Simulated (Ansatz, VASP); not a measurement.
**One calculation of TaN, two programs**

The input INCAR:

```
PREC = Accurate ; ENCUT = 520
EDIFF = 1E-7 ; ISMEAR = 0
SIGMA = 0.05 ; LREAL = F
LASPH = T ; NELM = 150
ALGO = Normal ; ISIF = 2
LWAVE = F ; LCHARG = F
ISPIN = 2 ; MAGMOM = 0 0
LORBIT = 11 ; LMAXMIX = 4
LDAU = T ; LDAUTYPE = 2
LDAUL = 2 -1 ; LDAUU = 1 0
LDAUJ = 0 0 ; LDAUPRINT = 1
GGA = PE ; NBANDS = 19
```

Contents of KPOINTS:

```
regular mesh
0
Gamma
  7 7 7
```

File POSCAR:

```
TaN
1.0
    0.0000000000      2.1790013100      2.1790013100
    2.1790013100      0.0000000000      2.1790013100
    2.1790013100      2.1790013100      0.0000000000
Ta N
1 1
Direct
    0.5000000000      0.5000000000      0.5000000000
    0.0000000000      0.0000000000      0.0000000000
```

Input for Ansatz:

```yaml
crystal:
  lattice:
    - [0.0, 2.17900131, 2.17900131]
    - [2.17900131, 0.0, 2.17900131]
    - [2.17900131, 2.17900131, 0.0]
  atoms:
    - { symbol: Ta, position: [0.5, 0.5, 0.5], spin: 2.0 }
    - { symbol: "N", position: [0.0, 0.0, 0.0] }
basis:
  ecutwfc: 420
  ecutrho_ratio: 4
kpoints:
  mp_grid: { grid: [7, 7, 7] }
hamiltonian:
  xc: pbe
  hubbard:
    sites:
      - { site: 0, l: d, u_eff: 1.0, starting_ns: [{ spin: up, occupation_matrix: s0up }, { spin: down, occupation_matrix: s0down }] }
    occupation_matrices:
      s0up:
        matrix:
          - [0.02, 0.0, 0.0, 0.0, 0.0]
          - [0.0, 0.97, 0.0, 0.0, 0.0]
          - [0.0, 0.0, 0.02, 0.0, 0.0]
          - [0.0, 0.0, 0.0, 0.02, 0.0]
          - [0.0, 0.0, 0.0, 0.0, 0.97]
      s0down:
        matrix:
          - [0.02, 0.0, 0.0, 0.0, 0.0]
          - [0.0, 0.02, 0.0, 0.0, 0.0]
          - [0.0, 0.0, 0.02, 0.0, 0.0]
          - [0.0, 0.0, 0.0, 0.02, 0.0]
          - [0.0, 0.0, 0.0, 0.0, 0.02]
    ns_hold: { iters: 5 }
scf:
  occupations: { method: gaussian, width: 0.05 }
  lower_state_search: "off"
  max_iter: 150
output:
  forces: true
  stress: true
  eigenvalues: true
  populations: true
  hubbard: { sites: [{ site: 0, l: d }] }
  write_density: true
  write_potential: true
  elf: true
  volumetric_format: npy
magnetization:
  spin_polarized: true
```

Alike in both runs: task single point; functional PBE; k mesh 7 × 7 × 7; occupations gaussian, width 0.05 eV; collinear spin; Hubbard terms Ta d U = 1.0 eV.

|  | VASP | Ansatz |
| --- | --- | --- |
| version | VASP 6.6.1 | Ansatz 0.2.0 |
| potentials or method | VASP PAW PBE potentials, release 64 (Ta_pv, N), cutoff 520 eV | scalar-relativistic, plane waves, PAW |
| valence electrons in the cell | 16 | 18 |

```tsv
	VASP	Ansatz	Ansatz less VASP
gap on the k mesh at the Fermi level (eV)	none	none	-
pressure (GPa)	18.5	15.2	-3.26
net moment per atom (μB)	0.00	0.00	0.000
```

The programs project onto different local orbitals, so the same U acts differently, and such runs can settle in different states. A gap of «none» marks a metal or a gap that the smearing closes. VASP's potentials hold 16 valence electrons a cell and Ansatz's 18, so a difference there can come from the potentials and not from the codes. Ansatz's warnings: filled band counts differ across k points, seeded moment not kept, specified occupation not kept, symmetry narrowed by occupation matrices.

Neither program's run includes spin-orbit coupling.
